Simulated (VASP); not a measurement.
# Al16N15 (a cell with a defect): single point with PBE

The system is Al16N15 (a cell with a defect).

```
Al N
1.0
     6.25951    0.00000    0.00000
    -3.12976    5.42090    0.00000
     0.00000    0.00000   10.03481
Al N
16 15
Cartesian
  1.5502 0.8655 2.5379
  -0.0077 1.8329 5.0119
  1.5881 0.9470 7.5136
  -0.0009 1.8021 10.0392
  -0.0086 3.5893 2.5780
  -1.6892 4.6183 5.0745
  0.0319 3.6402 7.5325
  -1.5778 4.4966 10.0746
  4.7002 0.8656 2.5115
  3.0730 1.9025 4.8586
  4.6982 0.9314 7.4814
  3.1328 1.7808 9.9982
  3.0631 3.4205 2.6430
  1.7950 4.5634 5.0056
  3.1682 3.6677 7.4985
  1.5790 4.5025 10.0552
  1.5262 0.9563 4.4079
  0.0081 1.7779 1.9023
  1.5456 0.8978 9.4257
  0.0219 1.8311 6.9343
  -0.0268 3.6814 4.4676
  -1.6114 4.4316 1.9670
  -0.0050 3.6191 9.4587
  -1.4887 4.5608 6.9953
  4.6629 0.9653 4.4006
  3.1391 1.6649 1.8142
  4.6925 0.8961 9.4020
  3.1535 1.8680 6.8601
  1.5888 4.4606 1.9349
  3.1228 3.6057 9.4220
  1.5927 4.5308 6.9439
```

* Program: VASP 6.6.1
* Task: single point
* Functional: PBE
* Potentials or basis: VASP PAW PBE potentials, release 64 (Al, N)
* Cutoff: 520 eV
* k mesh: 1 × 1 × 1, shifted
* Occupations: gaussian, width 0.01 eV
* Spin: no spin polarisation
* Dipole correction: no
* Charge: -1
* Further INCAR settings: LREAL = Auto; ALGO = Normal; EDIFF = 1e-06; NBANDS = 82; NELECT = 124.0

The largest force is 0.502 eV/Å.

Forces on the atoms (eV/Å):
```
Al   0.076 -0.150 -0.229
Al  -0.340  0.368  0.020
Al   0.129 -0.039  0.054
Al  -0.100  0.059  0.015
Al   0.102 -0.044  0.126
Al   0.215 -0.315 -0.003
Al   0.153 -0.081 -0.022
Al  -0.112  0.065  0.021
Al   0.105 -0.013  0.067
Al   0.223  0.220  0.097
Al   0.111 -0.068  0.022
Al  -0.139  0.075  0.006
Al   0.226  0.022 -0.051
Al  -0.463 -0.175 -0.075
Al   0.116 -0.094  0.033
Al  -0.102  0.064  0.026
N    0.199 -0.194  0.058
N   -0.177  0.035 -0.035
N    0.174 -0.089 -0.019
N   -0.124  0.081 -0.032
N    0.169 -0.049  0.071
N   -0.168  0.191 -0.027
N    0.148 -0.113 -0.034
N   -0.304  0.144  0.027
N    0.310 -0.081 -0.030
N   -0.235  0.108  0.047
N    0.208 -0.089 -0.054
N   -0.215  0.053 -0.006
N   -0.171  0.117 -0.069
N    0.182 -0.106 -0.018
N   -0.194  0.098  0.015
```

Levels at points of the mesh, in eV from the Fermi level:
| k point | band 60 | band 61 | band 62 | band 63 | band 64 | band 65 |
| --- | --- | --- | --- | --- | --- | --- |
| (0.25, 0.25, 0.25) | -3.79 | -3.21 | -0.44 | 0.63 | 0.86 | 2.00 |

Wall time 4.4 min on 1 thread of Intel(R) Xeon(R) Platinum 8559C (Emerald Rapids) (shared host), peak memory 0.46 GiB.

Caveat: the k points lie up to 0.58 Å⁻¹ apart; the cell carries a net charge on a neutralising background, which shifts energy and pressure; the cell is charged against a uniform background, so pressure and absolute levels hang on convention.
